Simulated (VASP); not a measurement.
# In2O3 (R-3c) in VASP: notebook

In2O3 is run at these levels: revPBE, PBEsol; tasks: single point.

Program: VASP 6.6.1. These are calculated values, not measurements. Logs are shortened: lines on timing, memory, paths and dates and some standing lists are left out, and cuts for length are marked.

### 1 The cell of the first run

It takes space group R-3c (No. 167, trigonal). Conventional cell: a = 5.512 Å, b = 5.512 Å, c = 14.537 Å, α = 90.00°, β = 90.00°, γ = 120.00°. In (site symmetry 3) has 6 O at 2.13 to 2.26 Å within 2.8 Å. Within 3.2 Å of O (site symmetry 2) lie 4 In at 2.13 to 2.26 Å and 8 O at 2.82 to 3.11 Å.

### 2 Single point, revPBE

INCAR

```
PREC     = Accurate       # precision mode
ENCUT    = 520            # plane-wave cutoff, eV
EDIFF    = 1E-7           # SCF threshold, eV
ISMEAR   = 0              # smearing method
SIGMA    = 0.02           # smearing width, eV
LREAL    = Auto         
LASPH    = T              # aspherical terms in the spheres
NELM     = 80             # most SCF steps
ALGO     = Normal         # electronic algorithm
ISIF     = 2              # what is computed and relaxed
LWAVE    = F              # write WAVECAR
LCHARG   = F              # write CHGCAR
GGA      = RE             # functional
NBANDS   = 202            # bands
```

KPOINTS

```
Automatic mesh
0
Gamma
  2 2 2
  0.5 0.5 0.5
```

POSCAR

```
In2O3
1.0
   -5.5124373314     -3.1826071772      4.8456979698
    5.5124373314     -3.1826071772      4.8456979698
    0.0000000000      6.3652143544      4.8456979698
In O
16 24
Direct
    0.6425528060      0.6425528060      0.6425528060
    0.1425528060      0.1425528060      0.6425528060
    0.1425528060      0.6425528060      0.1425528060
    0.6425528060      0.1425528060      0.1425528060
    0.8574471940      0.8574471940      0.8574471940
    0.3574471940      0.3574471940      0.8574471940
    0.3574471940      0.8574471940      0.3574471940
    0.8574471940      0.3574471940      0.3574471940
    0.3574471940      0.3574471940      0.3574471940
    0.8574471940      0.8574471940      0.3574471940
    0.8574471940      0.3574471940      0.8574471940
    0.3574471940      0.8574471940      0.8574471940
    0.1425528060      0.1425528060      0.1425528060
    0.6425528060      0.6425528060      0.1425528060
    0.6425528060      0.1425528060      0.6425528060
    0.1425528060      0.6425528060      0.6425528060
    0.6020722249      0.2500000000      0.3979277751
    0.1020722249      0.7500000000      0.3979277751
    0.1020722249      0.2500000000      0.8979277751
    0.6020722249      0.7500000000      0.8979277751
    0.2500000000      0.3979277751      0.6020722249
    0.7500000000      0.8979277751      0.6020722249
    0.7500000000      0.3979277751      0.1020722249
    0.2500000000      0.8979277751      0.1020722249
    0.3979277751      0.6020722249      0.2500000000
    0.8979277751      0.1020722249      0.2500000000
    0.8979277751      0.6020722249      0.7500000000
    0.3979277751      0.1020722249      0.7500000000
    0.3979277751      0.7500000000      0.6020722249
    0.8979277751      0.2500000000      0.6020722249
    0.8979277751      0.7500000000      0.1020722249
    0.3979277751      0.2500000000      0.1020722249
    0.6020722249      0.3979277751      0.7500000000
    0.1020722249      0.8979277751      0.7500000000
    0.1020722249      0.3979277751      0.2500000000
    0.6020722249      0.8979277751      0.2500000000
    0.7500000000      0.6020722249      0.3979277751
    0.2500000000      0.1020722249      0.3979277751
    0.2500000000      0.6020722249      0.8979277751
    0.7500000000      0.1020722249      0.8979277751
```

Potentials or basis: VASP PAW PBE potentials, release 64 (In_d, O).

Started as:

```sh
cat potpaw_PBE.64/In_d/POTCAR potpaw_PBE.64/O/POTCAR > POTCAR
mpirun -np 1 vasp_std > vasp.out
```

OUTCAR:

```text
PREC = Accurate
   ENCUT = 520
   EDIFF = 1E-7
   ISMEAR = 0
   LREAL = Auto
   LASPH = T
   NELM = 80
   ISIF = 2
   GGA = RE

 ion  position               nearest neighbor table
   1  0.643  0.643  0.643-  29 2.13  33 2.13  37 2.13  27 2.26  20 2.26  22 2.26   5 3.12  11 3.26
                            12 3.26  10 3.26   8 3.62   7 3.62   6 3.62  15 4.00  16 4.00  15 4.00
   2  0.143  0.143  0.643-  30 2.13  34 2.13  38 2.13  28 2.26  19 2.26  21 2.26   6 3.12  11 3.26
                            12 3.26   9 3.26   8 3.62   7 3.62   5 3.62  15 4.00  16 4.00  16 4.00
   3  0.143  0.643  0.143-  31 2.13  35 2.13  39 2.13  25 2.26  18 2.26  24 2.26   7 3.12   9 3.26
                            10 3.26  12 3.26   5 3.62   6 3.62   8 3.62  13 4.00  14 4.00  13 4.00
   4  0.643  0.143  0.143-  32 2.13  36 2.13  40 2.13  26 2.26  17 2.26  23 2.26   8 3.12   9 3.26
                            10 3.26  11 3.26   5 3.62   6 3.62   7 3.62  13 4.00  14 4.00  14 4.00
   5  0.857  0.857  0.857-  40 2.13  34 2.13  31 2.13  27 2.26  20 2.26  22 2.26   1 3.12  15 3.26
                            16 3.26  14 3.26   4 3.62   3 3.62   2 3.62  12 4.00  11 4.00  11 4.00
   6  0.357  0.357  0.857-  39 2.13  33 2.13  32 2.13  28 2.26  19 2.26  21 2.26   2 3.12  15 3.26
                            16 3.26  13 3.26   4 3.62   3 3.62   1 3.62  12 4.00  11 4.00  12 4.00
   7  0.357  0.857  0.357-  38 2.13  36 2.13  29 2.13  25 2.26  18 2.26  24 2.26   3 3.12  13 3.26
                            14 3.26  16 3.26   1 3.62   2 3.62   4 3.62  10 4.00   9 4.00   9 4.00
   8  0.857  0.357  0.357-  37 2.13  35 2.13  30 2.13  26 2.26  17 2.26  23 2.26   4 3.12  13 3.26
                            14 3.26  15 3.26   1 3.62   2 3.62   3 3.62  10 4.00   9 4.00  10 4.00
   9  0.357  0.357  0.357-  17 2.13  25 2.13  21 2.13  35 2.26  32 2.26  38 2.26  13 3.12   4 3.26
[... 46 lines left out ...]
 A1 = (  -5.5124373314,  -3.1826071772,   4.8456979698)
 A2 = (   5.5124373314,  -3.1826071772,   4.8456979698)
 A3 = (   0.0000000000,   6.3652143544,   4.8456979698)

Analysis of symmetry for initial positions (statically):
=====================================================================
 Subroutine PRICEL returns following result:

  LATTYP: Found a trigonal (rhomboedric) cell.
 ALAT       =     5.7973940058
 COS(alpha) =     0.5479445594

  Lattice vectors:

 A1 = (   0.0000000000,  -3.1826071772,   4.8456979698)
 A2 = (   2.7562186657,   1.5913035886,   4.8456979698)
 A3 = (  -2.7562186657,   1.5913035886,   4.8456979698)

   4 primitive cells build up your supercell.

 Routine SETGRP: Setting up the symmetry group for a
 trigonal (rhombohedral) supercell.

 Subroutine GETGRP returns: Found 12 space group operations
 (whereof  6 operations were pure point group operations)
 out of a pool of 12 trial point group operations.

The static configuration has the point symmetry S_6 .
 The point group associated with its full space group is D_3d.

Analysis of symmetry for dynamics (positions and initial velocities):
=====================================================================
 Subroutine PRICEL returns following result:

  LATTYP: Found a trigonal (rhomboedric) cell.
 ALAT       =     5.7973940058
 COS(alpha) =     0.5479445594

  Lattice vectors:

 A1 = (   0.0000000000,  -3.1826071772,   4.8456979698)
 A2 = (   2.7562186657,   1.5913035886,   4.8456979698)
 A3 = (  -2.7562186657,   1.5913035886,   4.8456979698)

   4 primitive cells build up your supercell.

 Routine SETGRP: Setting up the symmetry group for a
 trigonal (rhombohedral) supercell.

 Subroutine GETGRP returns: Found 12 space group operations
 (whereof  6 operations were pure point group operations)
 out of a pool of 12 trial point group operations.

The dynamic configuration has the point symmetry S_6 .
 The point group associated with its full space group is D_3d.

 Subroutine INISYM returns: Found 12 space group operations
 (whereof  6 operations are pure point group operations),
 and found     4 'primitive' translations

----------------------------------------------------------------------------------------

                                     Primitive cell

  volume of cell :     127.5188

  direct lattice vectors                    reciprocal lattice vectors
     0.000000000 -3.182607177  4.845697970     0.000000000 -0.209471867  0.068789540
     2.756218666  1.591303589  4.845697970     0.181407958  0.104735933  0.068789540
    -2.756218666  1.591303589  4.845697970    -0.181407958  0.104735933  0.068789540

  length of vectors
     5.797394006  5.797394006  5.797394006     0.220477808  0.220477808  0.220477808
[... 33 lines left out ...]

 Generating k-lattice:

  Cartesian coordinates                     Fractional coordinates (reciprocal lattice)
    -0.045351990 -0.026183983  0.034394770     0.500000000 -0.000000000  0.000000000
     0.045351990 -0.026183983  0.034394770    -0.000000000  0.500000000  0.000000000
     0.000000000  0.052367967  0.034394770     0.000000000  0.000000000  0.500000000

  Length of vectors
     0.062653046  0.062653046  0.062653046

  Shift w.r.t. Gamma in fractional coordinates (k-lattice)
     0.500000000  0.500000000  0.500000000

 Subroutine IBZKPT returns following result:
 ===========================================

 Found      2 irreducible k-points:

 Following reciprocal coordinates:
            Coordinates               Weight
  0.250000  0.250000  0.250000      2.000000
 -0.250000  0.250000  0.250000      6.000000
   k-points           NKPTS =      2   k-points in BZ     NKDIM =      2   number of bands    NBANDS=    202
   number of dos      NEDOS =    301   number of ions     NIONS =     40
   total plane-waves  NPLWV = 216000
   dimension x,y,z NGX =    60 NGY =   60 NGZ =   60
   dimension x,y,z NGXF=   120 NGYF=  120 NGZF=  120
   ions per type =              16  24
   NGX,Y,Z   is equivalent  to a cutoff of  12.47, 12.47, 12.47 a.u.
   NGXF,Y,Z  is equivalent  to a cutoff of  24.94, 24.94, 24.94 a.u.
 SYSTEM =  unknown system
   PREC   = accura    normal or accurate (medium, high low for compatibility)
   ISTART =      0    job   : 0-new  1-cont  2-samecut
   ICHARG =      2    charge: 1-file 2-atom 10-const
   ISPIN  =      1    spin polarized calculation?
   LNONCOLLINEAR =      F non collinear calculations
   LSORBIT =      F    spin-orbit coupling
   LASPH  =      T    aspherical Exc in radial PAW
   ENCUT  =  520.0 eV  38.22 Ry    6.18 a.u.  14.87 14.87 14.87*2*pi/ulx,y,z
   NELM   =     80;   NELMIN=  2; NELMDL= -5     # of ELM steps
   EDIFF  = 0.1E-06   stopping-criterion for ELM
   LREAL  =      T    real-space projection
   EDIFFG = 0.1E-05   stopping-criterion for IOM
   NSW    =      0    number of steps for IOM
   IBRION =     -1    ionic relax: 0-MD 1-quasi-New 2-CG
   NFREE  =      0    steps in history (QN), initial steepest desc. (CG)
   ISIF   =      2    stress and relaxation
   ISYM   =      2    0-nonsym 1-usesym 2-fastsym
   POTIM  = 0.5000    time-step for ionic-motion
   TEBEG  =    0.0;   TEEND  =   0.0 temperature during run
   PSTRESS=    0.0 pullay stress
   NELECT =     352.0000    total number of electrons
   NUPDOWN=      -1.0000    fix difference up-down
   EMIN   =  10.00;   EMAX   =-10.00  energy-range for DOS
   EFERMI =   0.00;   METHOD = LEGACY
   ISMEAR =     0;   SIGMA  =   0.02  broadening in eV -4-tet -1-fermi 0-gaus
   EFERMI_NEDOS =   21; number of points for ismear=-14 and -15
   IALGO  =     38    algorithm
   IMIX   =      4    mixing-type and parameters
     AMIX     =   0.40;   BMIX     =  1.00
     AMIX_MAG =   1.60;   BMIX_MAG =  1.00
  volume/ion in A,a.u.               =      12.75        86.05
  Fermi-wavevector in a.u.,A,eV,Ry     =   1.446697  2.733861 28.476077  2.092933
  Thomas-Fermi vector in A             =   2.564736
   LORBIT       =      0    0 simple, 1 ext, 2 COOP (PROOUT), +10 PAW based schemes
   GGA     = RE    functional components
   LHFCALC =     F    Hartree Fock is set to
   AEXX    =    0.0000 exact exchange contribution
   IVDW    =     0    specifies the selected vdW correction
   LEPSILON=     F    determine dielectric tensor
   LRPA    =     F    only Hartree local field effects (RPA)
 non-spin polarized calculation
 Gauss-broadening in eV      SIGMA  =   0.02
  energy-cutoff  :      520.00
  volume of cell :      510.08
 maximum number of plane-waves:     13738
   NGX = 29   NGY = 29   NGZ = 29

 number of electron     352.0000150 magnetization

 Free energy of the ion-electron system (eV)
  ---------------------------------------------------
  ext. energy  EPLUGINS =         0.00000000
  ---------------------------------------------------
  free energy    TOTEN  =      -207.39072774 eV

  energy without entropy =     -207.39072774  energy(sigma->0) =     -207.39072774

 E-fermi :   5.7618     XC(G=0): -11.0090

 val. band max:        5.6106377146   @ k =  -0.2500   0.2500   0.2500
 cond. band min:       8.2718442730   @ k =   0.2500   0.2500   0.2500
 fundamental gap:      2.6612065584
 Fermi energy:         5.7618207236

 k-point     1 :       0.2500    0.2500    0.2500
  band No.  band energies     occupation
      1     -11.8605      2.00000
      2     -11.5633      2.00000
      3     -11.5633      2.00000
      4     -11.5633      2.00000
      5     -11.3540      2.00000
      6     -11.3540      2.00000
[... 180 lines left out ...]
    187      11.3289      0.00000
    188      11.9921      0.00000

 k-point     2 :      -0.2500    0.2500    0.2500
  band No.  band energies     occupation
      1     -11.8512      2.00000
      2     -11.5762      2.00000
      3     -11.5730      2.00000
      4     -11.5730      2.00000
      5     -11.3465      2.00000
      6     -11.3428      2.00000
[... 180 lines left out ...]
    187      11.6767      0.00000
    188      11.7857      0.00000
 [bands above 188 left out]

------------------------ aborting loop because EDIFF is reached ----------------------------------------

  FORCE on cell =-STRESS in cart. coord.  units (eV):
  Direction    XX          YY          ZZ          XY          YZ          ZX
  --------------------------------------------------------------------------------------
  -------------------------------------------------------------------------------------
  Total       31.8983533     31.8983533     29.4219463      0.0000000      0.0000000     -0.0000000
  in kB      100.1946544    100.1946544     92.4161105      0.0000000      0.0000000     -0.0000000
  external PRESSURE =      97.6018065 kB  Pullay stress =       0.0000000 kB

 VOLUME and BASIS-vectors are now :
 -----------------------------------------------------------------------------
  energy-cutoff  :      520.00
  volume of cell :      510.08
      direct lattice vectors                 reciprocal lattice vectors
    -5.512437331 -3.182607177  4.845697970    -0.090703979 -0.052367967  0.068789540
     5.512437331 -3.182607177  4.845697970     0.090703979 -0.052367967  0.068789540
     0.000000000  6.365214354  4.845697970     0.000000000  0.104735933  0.068789540

 POSITION                                       TOTAL-FORCE (eV/Angst)
 -----------------------------------------------------------------------------------
      0.00000      0.00000      9.34085         0.000000     -0.000000     -0.103618
      0.00000      3.18261      4.49515         0.000000     -0.000000     -0.103618
      2.75622     -1.59130      4.49515         0.000000     -0.000000     -0.103618
     -2.75622     -1.59130      4.49515         0.000000     -0.000000     -0.103618
      0.00000      0.00000     12.46479         0.000000     -0.000000      0.103618
      0.00000      3.18261      7.61909         0.000000     -0.000000      0.103618
[... 32 lines left out ...]
      1.94078      3.00369      8.47997        -0.022790      0.039474      0.000000
     -3.57166      3.00369      8.47997        -0.022790      0.039474      0.000000
 -----------------------------------------------------------------------------------
    total drift:                               -0.000000      0.000000      0.000000

  FREE ENERGIE OF THE ION-ELECTRON SYSTEM (eV)
  ---------------------------------------------------
  free  energy   TOTEN  =      -207.3907277383 eV

  energy  without entropy=     -207.3907277383  energy(sigma->0) =     -207.39072774
```

Run time: 12 min. Hardware: 1 thread of Intel Xeon 8259CL, shared host; peak memory 0.54 GiB.

What came out:

```yaml
Free_energy: -207.3907 eV
Pressure: 9.8 GPa
Largest_force: 0.104 eV/Å
Band_gap_on_the_k_mesh: 2.66 eV
```

Forces on the atoms (eV/Å):
```
In   0.000  0.000 -0.104
In   0.000  0.000 -0.104
In   0.000  0.000 -0.104
In   0.000  0.000 -0.104
In   0.000  0.000  0.104
In   0.000  0.000  0.104
In   0.000  0.000  0.104
In   0.000  0.000  0.104
In   0.000  0.000  0.104
In   0.000  0.000  0.104
In   0.000  0.000  0.104
In   0.000  0.000  0.104
In   0.000  0.000 -0.104
In   0.000  0.000 -0.104
In   0.000  0.000 -0.104
In   0.000  0.000 -0.104
O    0.023  0.039  0.000
O    0.023  0.039  0.000
O    0.023  0.039  0.000
O    0.023  0.039  0.000
O    0.023 -0.039  0.000
O    0.023 -0.039  0.000
O    0.023 -0.039  0.000
O    0.023 -0.039  0.000
O   -0.046  0.000  0.000
O   -0.046  0.000  0.000
O   -0.046  0.000  0.000
O   -0.046  0.000  0.000
O   -0.023 -0.039  0.000
O   -0.023 -0.039  0.000
O   -0.023 -0.039  0.000
O   -0.023 -0.039  0.000
O    0.046  0.000  0.000
O    0.046  0.000  0.000
O    0.046  0.000  0.000
O    0.046  0.000  0.000
O   -0.023  0.039  0.000
O   -0.023  0.039  0.000
O   -0.023  0.039  0.000
O   -0.023  0.039  0.000
```

Stress tensor (GPa, compression positive):
```
10.02  0.00  0.00
 0.00 10.02  0.00
 0.00  0.00  9.24
```

Levels at points of the mesh, in eV from the valence-band top:
| k point | band 172 | band 173 | band 174 | band 175 | band 176 | band 177 | band 178 | band 179 | band 180 | band 181 |
| --- | --- | --- | --- | --- | --- | --- | --- | --- | --- | --- |
| (0.25, 0.25, 0.25) | -0.14 | -0.14 | -0.14 | -0.07 | -0.07 | 2.66 | 4.86 | 4.86 | 4.86 | 5.39 |

Caveat: the cell stands under pressure; the PAW data sets were made with another functional, which shifts forces and pressure a little; spin-orbit coupling is left out, which moves the levels of the heavy elements; a shifted mesh leaves out Γ, where band edges can lie. A k mesh can miss the band edges.

(Continued in part 2 of 2.)
